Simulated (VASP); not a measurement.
Wanted: the native input for a VASP 6.6.1 run.

* Task: single point
* Functional: LDA
* Potentials or basis: VASP PAW LDA potentials, release 64 (Hf_pv, H)
* Cutoff: 520 eV
* k mesh: 20 × 20 × 20
* Occupations: gaussian, width 0.15 eV
* Spin: no spin polarisation
* Dipole correction: no
* Further INCAR settings: ALGO = Normal; EDIFF = 1e-06; NBANDS = 13

The structure of HfH2 lies in POSCAR:

```
HfH2
1.0
   -1.7390000000      1.7390000000      2.1805000000
    1.7390000000     -1.7390000000      2.1805000000
    1.7390000000      1.7390000000     -2.1805000000
Hf H
1 2
Direct
    0.0000000000      0.0000000000      0.0000000000
    0.7500000000      0.2500000000      0.5000000000
    0.2500000000      0.7500000000      0.5000000000
```

These files were run (other wordings do the same):

INCAR

```
SYSTEM = HfH2
PREC = Accurate
ENCUT = 520
EDIFF = 1E-6
ISMEAR = 0
SIGMA = 0.15
LREAL = .False.
LASPH = .True.
NELM = 100
ALGO = Normal
ISIF = 2
LWAVE = .False.
LCHARG = .False.
GGA = CA
NBANDS = 13
```

KPOINTS

```
Automatic mesh
0
Gamma
  20 20 20
  0 0 0
```

Potentials or basis: VASP PAW LDA potentials, release 64 (Hf_pv, H).

The run is started by

```sh
$ cat potpaw_LDA.64/Hf_pv/POTCAR potpaw_LDA.64/H/POTCAR > POTCAR
$ mpirun -np 1 vasp_std > vasp.out
```

Results of the run:

* Pressure: -8.4 GPa
* Band gap on the k mesh: zero (band 6 reaches 5.78 eV, above the bottom of band 7 at 4.71 eV)

Caveat: spin-orbit coupling is left out, which moves the levels of the heavy elements.

Run time: 59 s on 1 thread of Intel(R) Xeon(R) Platinum 8488C (Sapphire Rapids) (shared host), peak memory 0.32 GiB.
